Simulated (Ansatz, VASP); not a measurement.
## BaO in VASP and in Ansatz

The input INCAR:

```
SYSTEM = BaO
PREC     = Accurate       ! precision mode
ENCUT    = 600            ! plane-wave cutoff, eV
EDIFF    = 1E-6           ! SCF threshold, eV
ISMEAR   = 0              ! smearing method
SIGMA    = 0.1            ! smearing width, eV
LREAL    = .False.        ! projectors in reciprocal space
LASPH    = .True.         ! aspherical terms in the spheres
NELM     = 120            ! most SCF steps
ALGO     = Normal         ! electronic algorithm
ISIF     = 2              ! what is computed and relaxed
LWAVE    = .False.        ! write WAVECAR
LCHARG   = .True.         ! write CHGCAR
GGA      = PE             ! functional
LELF     = .True.         ! ELF
LVHAR    = .True.       
NBANDS   = 15             ! bands
GGA_COMPAT= .False.
```

File KPOINTS:

```
regular mesh
0
Gamma
  6 6 6
  0 0 0
```

The input POSCAR:

```
BaO
1.0
    0.0000000000      2.6040030695      2.6040030695
    2.6040030695      0.0000000000      2.6040030695
    2.6040030695      2.6040030695      0.0000000000
Ba O
1 1
Direct
    0.0000000000      0.0000000000      0.0000000000
    0.5000000000      0.5000000000      0.5000000000
```

Input for Ansatz:

```yaml
crystal:
  lattice:
    - [0.0, 2.6040030695, 2.6040030695]
    - [2.6040030695, 0.0, 2.6040030695]
    - [2.6040030695, 2.6040030695, 0.0]
  atoms:
    - { symbol: Ba, position: [0.0, 0.0, 0.0] }
    - { symbol: O, position: [0.5, 0.5, 0.5] }
basis:
  ecutwfc: 420
kpoints:
  mp_grid: { grid: [6, 6, 6] }
hamiltonian:
  xc: pbe
scf:
  occupations: { method: gaussian, width: 0.1 }
output:
  forces: true
  stress: true
  eigenvalues: true
```

Alike in both runs: task single point; functional PBE; k mesh 6 × 6 × 6; occupations gaussian, width 0.1 eV; no spin polarisation.

|  | VASP | Ansatz |
| --- | --- | --- |
| version | VASP 6.6.1 | Ansatz 0.2.0 |
| potentials or method | VASP PAW PBE potentials, release 64 (Ba_sv, O), cutoff 600 eV | scalar-relativistic, plane waves, PAW |
| valence electrons in the cell | 16 | 16 |

|  | VASP | Ansatz | Ansatz less VASP |
| --- | --- | --- | --- |
| gap on the k mesh at the Fermi level (eV) | 1.12 | 1.22 | +0.098 |
| least direct gap on the mesh (eV) | 1.12 | 1.22 | +0.098 |
| pressure (GPa) | 26.0 | 22.4 | -3.54 |

The functional is the same, so the differences come from potentials, cutoffs and numerics.

Spin-orbit coupling is off throughout.
